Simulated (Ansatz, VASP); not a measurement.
# Nb3WC4: VASP beside Ansatz

File INCAR:

```
SYSTEM = Nb3WC4
PREC = Accurate ; ENCUT = 600
EDIFF = 1E-6 ; ISMEAR = 0
SIGMA = 0.1 ; LREAL = .FALSE.
LASPH = .TRUE. ; NELM = 120
ALGO = Normal ; ISIF = 2
LWAVE = .FALSE. ; LCHARG = .FALSE.
GGA = PE ; NBANDS = 44
GGA_COMPAT = .FALSE.
```

KPOINTS

```
Automatic mesh
0
G
  4 4 4
  0 0 0
```

Contents of POSCAR:

```
Nb3WC4
1.0
    4.4535924029      0.0000000000      0.0000000000
    0.0000000000      4.4535924029      0.0000000000
    0.0000000000      0.0000000000      4.4535924029
Nb W C
3 1 4
Direct
    0.5000000000      0.0000000000      0.5000000000
    0.5000000000      0.5000000000      0.0000000000
    0.0000000000      0.5000000000      0.5000000000
    0.0000000000      0.0000000000      0.0000000000
    0.5000000000      0.0000000000      0.0000000000
    0.5000000000      0.5000000000      0.5000000000
    0.0000000000      0.5000000000      0.0000000000
    0.0000000000      0.0000000000      0.5000000000
```

Input for Ansatz:

```yaml
crystal:
  lattice:
    - [4.4535924029, 0.0, 0.0]
    - [0.0, 4.4535924029, 0.0]
    - [0.0, 0.0, 4.4535924029]
  atoms:
    - { symbol: Nb, position: [0.5, 0.0, 0.5] }
    - { symbol: Nb, position: [0.5, 0.5, 0.0] }
    - { symbol: Nb, position: [0.0, 0.5, 0.5] }
    - { symbol: W, position: [0.0, 0.0, 0.0] }
    - { symbol: C, position: [0.5, 0.0, 0.0] }
    - { symbol: C, position: [0.5, 0.5, 0.5] }
    - { symbol: C, position: [0.0, 0.5, 0.0] }
    - { symbol: C, position: [0.0, 0.0, 0.5] }
basis:
  ecutwfc: 420
kpoints:
  mp_grid: { grid: [4, 4, 4] }
hamiltonian:
  xc: pbe
scf:
  occupations: { method: gaussian, width: 0.1 }
  lower_state_search: "off"
output:
  forces: true
  stress: true
  eigenvalues: true
```

Alike in both runs: task single point; functional PBE; k mesh 4 × 4 × 4; occupations gaussian, width 0.1 eV; no spin polarisation.

```csv
,VASP,Ansatz
version,VASP 6.6.1,Ansatz 0.2.0
potentials or method,"VASP PAW PBE potentials, release 64 (Nb_sv, W_sv, C), cutoff 600 eV","scalar-relativistic, plane waves, PAW"
valence electrons in the cell,69,69
```

```tsv
	VASP	Ansatz	Ansatz less VASP
gap on the k mesh at the Fermi level (eV)	none	none	-
pressure (GPa)	-0.6	-0.3	+0.31
```

A gap of «none» marks a metal or a gap that the smearing closes. The functional is the same, so the differences come from potentials, cutoffs and numerics.

Neither program's run includes spin-orbit coupling.
